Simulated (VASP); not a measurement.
# ZrC in VASP: notebook

ZrC is run at these levels: PBE; tasks: electric field gradients.

Everything below comes from runs of VASP 6.6.1. Logs are shortened: lines on timing, memory, paths and dates and some standing lists are left out, and cuts for length are marked.

### 1 The cell of the first run

It takes space group I4/mmm (No. 139, tetragonal). Conventional cell: a = 3.257 Å, b = 3.257 Å, c = 4.700 Å, α = 90.00°, β = 90.00°, γ = 90.00°. Within 3.0 Å of Zr (site symmetry 4/mmm) lie 6 C at 2.30 to 2.35 Å. C (site symmetry 4/mmm) has 6 Zr at 2.30 to 2.35 Å within 3.0 Å.

### 2 Electric field gradients, PBE (x and y stretched by -2 %, z held)

INCAR

```
SYSTEM = ZrC
PREC = Accurate ; ENCUT = 520
EDIFF = 1E-8 ; ISMEAR = -1
SIGMA = 0.05 ; LREAL = .FALSE.
LASPH = .TRUE. ; NELM = 100
ALGO = Normal ; ISIF = 2
LWAVE = .FALSE. ; LCHARG = .FALSE.
GGA = PE ; LEFG = .TRUE.
NBANDS = 15
```

KPOINTS

```
Automatic mesh
0
G
  15 15 15
  0 0 0
```

POSCAR

```
ZrC
1.0
    0.0000000000      2.3032058000      2.3502100000
    2.3032058000      0.0000000000      2.3502100000
    2.3032058000      2.3032058000      0.0000000000
Zr C
1 1
Direct
    0.5000000000      0.5000000000      0.5000000000
    0.0000000000      0.0000000000      0.0000000000
```

Potentials or basis: VASP PAW PBE potentials, release 64 (Zr_sv, C).

On the command line:

```sh
> cat potpaw_PBE.64/Zr_sv/POTCAR potpaw_PBE.64/C/POTCAR > POTCAR
> mpirun -np 1 vasp_std > vasp.out
```

OUTCAR:

```text
SYSTEM = ZrC
   PREC = Accurate
   ENCUT = 520
   EDIFF = 1E-8
   ISMEAR = -1
   LREAL = .FALSE.
   LASPH = .TRUE.
   NELM = 100
   ISIF = 2
   GGA = PE

 ion  position               nearest neighbor table
   1  0.500  0.500  0.500-   2 2.30   2 2.30   2 2.30   2 2.30   2 2.35   2 2.35
   2  0.000  0.000  0.000-   1 2.30   1 2.30   1 2.30   1 2.30   1 2.35   1 2.35

  LATTYP: Found a body centered tetragonal cell.
 ALAT       =     3.2572248793
 C/A-ratio  =     1.4430750636

  Lattice vectors:

 A1 = (  -2.3032058000,   0.0000000000,   2.3502100000)
 A2 = (   2.3032058000,   0.0000000000,   2.3502100000)
 A3 = (   0.0000000000,   2.3032058000,  -2.3502100000)

Analysis of symmetry for initial positions (statically):
=====================================================================
 Subroutine PRICEL returns:
 Original cell was already a primitive cell.

 Routine SETGRP: Setting up the symmetry group for a
 body centered tetragonal supercell.

 Subroutine GETGRP returns: Found 16 space group operations
 (whereof 16 operations were pure point group operations)
 out of a pool of 16 trial point group operations.

The static configuration has the point symmetry D_4h.

Analysis of symmetry for dynamics (positions and initial velocities):
=====================================================================
 Subroutine PRICEL returns:
 Original cell was already a primitive cell.

 Routine SETGRP: Setting up the symmetry group for a
 body centered tetragonal supercell.

 Subroutine GETGRP returns: Found 16 space group operations
 (whereof 16 operations were pure point group operations)
 out of a pool of 16 trial point group operations.

The dynamic configuration has the point symmetry D_4h.

 Subroutine INISYM returns: Found 16 space group operations
 (whereof 16 operations are pure point group operations),
 and found     1 'primitive' translations

----------------------------------------------------------------------------------------

                                     Primitive cell

  volume of cell :      24.9346

  direct lattice vectors                    reciprocal lattice vectors
     0.000000000  2.303205800  2.350210000    -0.217088720  0.217088720  0.212746946
     2.303205800  0.000000000  2.350210000     0.217088720 -0.217088720  0.212746946
     2.303205800  2.303205800  0.000000000     0.217088720  0.217088720 -0.212746946

  length of vectors
     3.290629727  3.290629727  3.257224879     0.373518792  0.373518792  0.373518792

  position of ions in fractional coordinates (direct lattice)
     0.500000000  0.500000000  0.500000000
     0.000000000  0.000000000  0.000000000

  ion indices of the primitive-cell ions
   primitive index   ion index
                 1           1
                 2           2

----------------------------------------------------------------------------------------

 KPOINTS: Automatic mesh

Automatic generation of k-mesh.
 Grid dimensions read from file:
 generate k-points for:   15   15   15

 Generating k-lattice:

  Cartesian coordinates                     Fractional coordinates (reciprocal lattice)
    -0.014472581  0.014472581  0.014183130     0.066666667  0.000000000  0.000000000
     0.014472581 -0.014472581  0.014183130     0.000000000  0.066666667  0.000000000
     0.014472581  0.014472581 -0.014183130     0.000000000  0.000000000  0.066666667

  Length of vectors
     0.024901253  0.024901253  0.024901253

  Shift w.r.t. Gamma in fractional coordinates (k-lattice)
     0.000000000  0.000000000  0.000000000

 Subroutine IBZKPT returns following result:
 ===========================================

 Found    288 irreducible k-points:

 Following reciprocal coordinates:
            Coordinates               Weight
  0.000000  0.000000  0.000000      1.000000
  0.066667  0.000000  0.000000      8.000000
  0.133333  0.000000  0.000000      8.000000
  0.200000  0.000000  0.000000      8.000000
  0.266667  0.000000  0.000000      8.000000
  0.333333  0.000000  0.000000      8.000000
[... 16 lines left out ...]
  0.133333  0.133333  0.000000      2.000000
  0.200000  0.133333  0.000000      8.000000
 [... further k-points ...]
   k-points           NKPTS =    288   k-points in BZ     NKDIM =    288   number of bands    NBANDS=     15
   number of dos      NEDOS =    301   number of ions     NIONS =      2
   total plane-waves  NPLWV =  13824
   dimension x,y,z NGX =    24 NGY =   24 NGZ =   24
   dimension x,y,z NGXF=    48 NGYF=   48 NGZF=   48
   ions per type =               1   1
   NGX,Y,Z   is equivalent  to a cutoff of  12.13, 12.13, 12.25 a.u.
   NGXF,Y,Z  is equivalent  to a cutoff of  24.25, 24.25, 24.50 a.u.
 SYSTEM =  ZrC
   PREC   = accura    normal or accurate (medium, high low for compatibility)
   ISTART =      0    job   : 0-new  1-cont  2-samecut
   ICHARG =      2    charge: 1-file 2-atom 10-const
   ISPIN  =      1    spin polarized calculation?
   LNONCOLLINEAR =      F non collinear calculations
   LSORBIT =      F    spin-orbit coupling
   LASPH  =      T    aspherical Exc in radial PAW
   ENCUT  =  520.0 eV  38.22 Ry    6.18 a.u.   6.12  6.12  6.06*2*pi/ulx,y,z
   NELM   =    100;   NELMIN=  2; NELMDL= -5     # of ELM steps
   EDIFF  = 0.1E-07   stopping-criterion for ELM
   LREAL  =      F    real-space projection
   EDIFFG = 0.1E-06   stopping-criterion for IOM
   NSW    =      0    number of steps for IOM
   IBRION =     -1    ionic relax: 0-MD 1-quasi-New 2-CG
   NFREE  =      0    steps in history (QN), initial steepest desc. (CG)
   ISIF   =      2    stress and relaxation
   ISYM   =      2    0-nonsym 1-usesym 2-fastsym
   POTIM  = 0.5000    time-step for ionic-motion
   TEBEG  =    0.0;   TEEND  =   0.0 temperature during run
   PSTRESS=    0.0 pullay stress
   NELECT =      16.0000    total number of electrons
   NUPDOWN=      -1.0000    fix difference up-down
   EMIN   =  10.00;   EMAX   =-10.00  energy-range for DOS
   EFERMI =   0.00;   METHOD = LEGACY
   ISMEAR =    -1;   SIGMA  =   0.05  broadening in eV -4-tet -1-fermi 0-gaus
   EFERMI_NEDOS =   21; number of points for ismear=-14 and -15
   IALGO  =     38    algorithm
   IMIX   =      4    mixing-type and parameters
     AMIX     =   0.40;   BMIX     =  1.00
     AMIX_MAG =   1.60;   BMIX_MAG =  1.00
  volume/ion in A,a.u.               =      12.47        84.13
  Fermi-wavevector in a.u.,A,eV,Ry     =   1.412041  2.668371 27.128126  1.993861
  Thomas-Fermi vector in A             =   2.533831
   LORBIT       =      0    0 simple, 1 ext, 2 COOP (PROOUT), +10 PAW based schemes
   GGA     = PE    functional components
   LHFCALC =     F    Hartree Fock is set to
   AEXX    =    0.0000 exact exchange contribution
   IVDW    =     0    specifies the selected vdW correction
   LEPSILON=     F    determine dielectric tensor
   LRPA    =     F    only Hartree local field effects (RPA)
 non-spin polarized calculation
  energy-cutoff  :      520.00
  volume of cell :       24.93
 maximum number of plane-waves:       686
   NGX = 13   NGY = 13   NGZ = 13

 number of electron      16.0000000 magnetization

 Free energy of the ion-electron system (eV)
  ---------------------------------------------------
  ext. energy  EPLUGINS =         0.00000000
  ---------------------------------------------------
  free energy    TOTEN  =       -19.41238469 eV

  energy without entropy =      -19.41009984  energy(sigma->0) =      -19.41124227

 E-fermi :  10.0874     XC(G=0): -12.3336

 val. band max:       10.0845263237   @ k =   0.1333   0.1333   0.0000
 cond. band min:      10.1207226391   @ k =   0.4000   0.4000   0.0000
 fundamental gap:      0.0361963153
 Fermi energy:        10.0874137698

 k-point     1 :       0.0000    0.0000    0.0000
  band No.  band energies     occupation
      1     -37.8632      2.00000
      2     -15.5549      2.00000
      3     -15.5399      2.00000
      4     -15.5399      2.00000
      5      -1.3620      2.00000
      6      10.9525      0.00000
      7      11.0540      0.00000
      8      11.0683      0.00000
      9      11.0683      0.00000
     10      11.2649      0.00000
     11      11.2649      0.00000
     12      12.8710      0.00000
     13      13.1359      0.00000
     14      17.8941      0.00000
     15      20.6291      0.00000
[... 397 lines left out ...]
 k-point    24 :       0.2000    0.1333    0.0000
  band No.  band energies     occupation
      1     -37.8219      2.00000
      2     -15.8276      2.00000
      3     -15.6159      2.00000
      4     -15.6113      2.00000
      5      -0.5766      2.00000
      6       7.6402      2.00000
      7       9.4031      2.00000
      8       9.7256      1.99856
      9      10.6376      0.00003
     10      13.1448      0.00000
     11      13.4883      0.00000
     12      14.2524      0.00000
     13      16.3589      0.00000
     14      19.6487      0.00000
     15      22.8577      0.00000

 [... further k-points ...]
[... 5 lines left out ...]
  --------------------------------------------------------------------------------------
  -------------------------------------------------------------------------------------
  Total        2.2485136      2.2485136      0.9145248      0.0000000      0.0000000      0.0000000
  in kB      144.4787376    144.4787376     58.7629960      0.0000000      0.0000000      0.0000000
  external PRESSURE =     115.9068238 kB  Pullay stress =       0.0000000 kB

 VOLUME and BASIS-vectors are now :
 -----------------------------------------------------------------------------
  energy-cutoff  :      520.00
  volume of cell :       24.93
      direct lattice vectors                 reciprocal lattice vectors
     0.000000000  2.303205800  2.350210000    -0.217088720  0.217088720  0.212746946
     2.303205800  0.000000000  2.350210000     0.217088720 -0.217088720  0.212746946
     2.303205800  2.303205800  0.000000000     0.217088720  0.217088720 -0.212746946

 POSITION                                       TOTAL-FORCE (eV/Angst)
 -----------------------------------------------------------------------------------
      2.30321      2.30321      2.35021        -0.000000      0.000000      0.000000
      0.00000      0.00000      0.00000         0.000000     -0.000000      0.000000
 -----------------------------------------------------------------------------------
    total drift:                                0.000000     -0.000000      0.000000

  FREE ENERGIE OF THE ION-ELECTRON SYSTEM (eV)
  ---------------------------------------------------
  free  energy   TOTEN  =       -19.4123846942 eV

  energy  without entropy=      -19.4100998373  energy(sigma->0) =      -19.41124227

 Electric field gradients (V/A^2)
---------------------------------------------------------------------
 ion       V_xx      V_yy      V_zz      V_xy      V_xz      V_yz
---------------------------------------------------------------------
   1     -15.251   -15.251    30.502    -0.000    -0.000    -0.000
   2      -1.136    -1.136     2.272     0.000     0.000     0.000
---------------------------------------------------------------------

 Electric field gradients after diagonalization (V/A^2)
 (convention: |V_zz| > |V_xx| > |V_yy|)
----------------------------------------------------------------------
 ion       V_xx      V_yy      V_zz     asymmetry (V_yy - V_xx)/ V_zz
----------------------------------------------------------------------
   1     -15.251   -15.251    30.502       0.000
   2      -1.136    -1.135     2.272       0.000
----------------------------------------------------------------------

           NMR quadrupolar parameters

 Cq : quadrupolar parameter    Cq=e*Q*V_zz/h
 eta: asymmetry parameters     (V_yy - V_xx)/ V_zz
 Q  : nuclear electric quadrupole moment in mb (millibarn)
----------------------------------------------------------------------
 ion       Cq(MHz)       eta       Q (mb)
----------------------------------------------------------------------
   1       0.074       0.000       1.000
   2       0.005       0.000       1.000
----------------------------------------------------------------------
```

It took 51 s on 1 thread of AMD EPYC 9R45 (Zen 5), shared host; peak memory 0.19 GiB.

Results:

```
Free energy                             : -19.4124 eV
Pressure                                : 11.6 GPa
Band gap on the k mesh                  : zero (bands 8 and 9 overlap by 1.37 eV)
Largest electric field gradient by atom : Zr +30.5; C +2.3 V/Å²
```

Stress tensor (GPa, compression positive):
```
14.45  0.00  0.00
 0.00 14.45  0.00
 0.00  0.00  5.88
```

Levels at points of the mesh, in eV from the Fermi level:
| k point | band 6 | band 7 | band 8 | band 9 | band 10 | band 11 |
| --- | --- | --- | --- | --- | --- | --- |
| (0.00, 0.00, 0.00) | 0.87 | 0.97 | 0.98 | 0.98 | 1.18 | 1.18 |

Electric field gradients, principal values (V/Å²):
```csv
atom,least,middle,greatest (by size)
1 Zr,-15.251,-15.251,30.502
2 C,-1.135,-1.136,2.272
```

Caveat: the cell differs from its parent crystal (x and y stretched by -2 %, z held); the stress differs along the axes, from 6 to 14 GPa; without QUAD_EFG the Cq values of the log hold for a quadrupole moment of 1 mb, not for the nuclei.

### 3 Electric field gradients, PBE (equal xy, yz and zx shear strains of +1 %)

INCAR

```
SYSTEM = ZrC
PREC = Accurate
ENCUT = 520
EDIFF = 1E-8
ISMEAR = -1
SIGMA = 0.05
LREAL = .FALSE.
LASPH = .TRUE.
NELM = 60
ALGO = Normal
ISIF = 2
LWAVE = .FALSE.
LCHARG = .FALSE.
GGA = PE
LEFG = .TRUE.
NBANDS = 15
```

KPOINTS

```
regular mesh
0
G
  15 15 15
  0 0 0
```

POSCAR

```
ZrC
1.0
    0.0235021000      2.3619610500      2.3619610500
    2.3619610500      0.0235021000      2.3619610500
    2.3619610500      2.3619610500      0.0235021000
Zr C
1 1
Direct
    0.5000000000      0.5000000000      0.5000000000
    0.0000000000      0.0000000000      0.0000000000
```

Potentials or basis: VASP PAW PBE potentials, release 64 (Zr_sv, C).

On the command line:

```sh
> cat potpaw_PBE.64/Zr_sv/POTCAR potpaw_PBE.64/C/POTCAR > POTCAR
> mpirun -np 1 vasp_std > vasp.out
```

OUTCAR:

```text
SYSTEM = ZrC
   PREC = Accurate
   ENCUT = 520
   EDIFF = 1E-8
   ISMEAR = -1
   LREAL = .FALSE.
   LASPH = .TRUE.
   NELM = 60
   ISIF = 2
   GGA = PE

 ion  position               nearest neighbor table
   1  0.500  0.500  0.500-   2 2.35   2 2.35   2 2.35   2 2.35   2 2.35   2 2.35
   2  0.000  0.000  0.000-   1 2.35   1 2.35   1 2.35   1 2.35   1 2.35   1 2.35

  LATTYP: Found a trigonal (rhomboedric) cell.
 ALAT       =     3.3404000288
 COS(alpha) =     0.5099250056

  Lattice vectors:

 A1 = (   0.0235021000,   2.3619610500,   2.3619610500)
[... 646 lines left out ...]
  free  energy   TOTEN  =       -19.4583533535 eV

  energy  without entropy=      -19.4557798744  energy(sigma->0) =      -19.45706661

 Electric field gradients (V/A^2)
---------------------------------------------------------------------
 ion       V_xx      V_yy      V_zz      V_xy      V_xz      V_yz
---------------------------------------------------------------------
   1       0.000    -0.000    -0.000    -0.618    -0.618    -0.618
   2      -0.000     0.000     0.000    -0.205    -0.205    -0.205
---------------------------------------------------------------------

 Electric field gradients after diagonalization (V/A^2)
 (convention: |V_zz| > |V_xx| > |V_yy|)
----------------------------------------------------------------------
 ion       V_xx      V_yy      V_zz     asymmetry (V_yy - V_xx)/ V_zz
----------------------------------------------------------------------
   1       0.618     0.618    -1.236       0.000
   2       0.205     0.205    -0.411       0.000
----------------------------------------------------------------------

           NMR quadrupolar parameters

 Cq : quadrupolar parameter    Cq=e*Q*V_zz/h
 eta: asymmetry parameters     (V_yy - V_xx)/ V_zz
 Q  : nuclear electric quadrupole moment in mb (millibarn)
----------------------------------------------------------------------
 ion       Cq(MHz)       eta       Q (mb)
----------------------------------------------------------------------
   1      -0.003       0.000       1.000
   2      -0.001       0.000       1.000
----------------------------------------------------------------------
```

OSZICAR:

```text
N       E                     dE             d eps       ncg     rms          rms(c)
DAV:   1     0.100370925614E+03    0.10037E+03   -0.85770E+03 10328   0.108E+03
DAV:   2    -0.167167250370E+02   -0.11709E+03   -0.10952E+03 13134   0.287E+02
DAV:   3    -0.227892808344E+02   -0.60726E+01   -0.60347E+01 17169   0.555E+01
DAV:   4    -0.229257856073E+02   -0.13650E+00   -0.13643E+00 12568   0.589E+00
DAV:   5    -0.229272106674E+02   -0.14251E-02   -0.14250E-02 13676   0.533E-01    0.204E+01
DAV:   6    -0.195751036623E+02    0.33521E+01   -0.63685E+00 12241   0.227E+01    0.706E+00
DAV:   7    -0.194734234791E+02    0.10168E+00   -0.62235E-01 11796   0.592E+00    0.618E+00
DAV:   8    -0.194981941550E+02   -0.24771E-01   -0.34100E-01 12631   0.455E+00    0.523E+00
DAV:   9    -0.194596597286E+02    0.38534E-01   -0.63807E-02 11559   0.184E+00    0.990E-01
DAV:  10    -0.194583607945E+02    0.12989E-02   -0.65321E-03 13722   0.657E-01    0.876E-02
DAV:  11    -0.194583605982E+02    0.19630E-06   -0.17453E-04 11737   0.126E-01    0.530E-02
DAV:  12    -0.194583549480E+02    0.56502E-05   -0.41505E-06 13170   0.176E-02    0.152E-02
DAV:  13    -0.194583533610E+02    0.15870E-05   -0.21194E-06 13197   0.931E-03    0.298E-03
DAV:  14    -0.194583533535E+02    0.75047E-08   -0.85339E-08 11931   0.190E-03
   1 F= -.19458353E+02 E0= -.19457067E+02  d E =-.257348E-02
```

stdout:

```text
POSCAR found type information on POSCAR ZrC
 POSCAR found :  2 types and       2 ions
 scaLAPACK will be used
 LDA part: xc-table for (Slater+PW92), standard interpolation
 POSCAR, INCAR and KPOINTS ok, starting setup
 FFT: planning ... GRIDC
 FFT: planning ... GRID_SOFT
 FFT: planning ... GRID
 WAVECAR not read
 entering main loop
ion   1

ion   2
```

It took 96 s on 1 thread of AMD EPYC 9R45 (Zen 5), shared host; peak memory 0.23 GiB.

What came out:

```yaml
Free_energy: -19.4584 eV
Pressure: 1.4 GPa
Band_gap_on_the_k_mesh: zero (bands 8 and 9 overlap by 1.29 eV)
Largest_electric_field_gradient_by_atom: Zr -1.2; C -0.4 V/Å²
```

Stress tensor (GPa, compression positive):
```
 1.44 -1.56 -1.56
-1.56  1.44 -1.56
-1.56 -1.56  1.44
```

Electric field gradients, principal values (V/Å²):
| atom | least | middle | greatest (by size) |
| --- | --- | --- | --- |
| 1 Zr | 0.618 | 0.618 | -1.236 |
| 2 C | 0.205 | 0.205 | -0.411 |

Caveat: the cell differs from its parent crystal (equal xy, yz and zx shear strains of +1 %); without QUAD_EFG the Cq values of the log hold for a quadrupole moment of 1 mb, not for the nuclei.

(Continued in part 2 of 2.)

The gap in the log of VASP goes by the Fermi energy; the results here count the filled bands.